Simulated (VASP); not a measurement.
MgS, 2 atoms in the cell. Symmetry: Fm-3m, No. 225, cubic system. The conventional cell has a = 5.203 Å, b = 5.203 Å, c = 5.203 Å, α = 90.00°, β = 90.00°, γ = 90.00°. Mg (site symmetry m-3m) has 6 S at 2.60 Å within 3.4 Å. Within 3.4 Å of S (site symmetry m-3m) lie 6 Mg at 2.60 Å. 

- Program: VASP 6.6.1
- Task: single point
- Functional: HSE06
- Potentials or basis: VASP PAW PBE potentials, release 64 (Mg, S)
- Cutoff: 520 eV
- k mesh: 6 × 6 × 6
- Occupations: gaussian, width 0.01 eV
- Spin: no spin polarisation
- Dipole correction: no
- Grid for exact exchange (PRECFOCK): Normal
- Further INCAR settings: ALGO = Normal; EDIFF = 1e-06; NBANDS = 11
- Screening parameter: 0.2079 1/Å

Potentials or basis: VASP PAW PBE potentials, release 64 (Mg, S).

The run is started by

```bash
$ cat potpaw_PBE.64/Mg/POTCAR potpaw_PBE.64/S/POTCAR > POTCAR
$ cp INCAR.step1 INCAR
$ mpirun -np 1 vasp_std > vasp.out
$ cp INCAR.step2 INCAR
$ mpirun -np 1 vasp_std > vasp.out
```

Hardware: 1 thread of AMD EPYC 7R13 Processor (Zen 3), with other jobs on the host.

Q: How long does it take, and how much memory?

A: It took 14 min on 1 thread of AMD EPYC 7R13 Processor (Zen 3), with other jobs on the host, peak memory 0.25 GiB. Counts: k points 16.
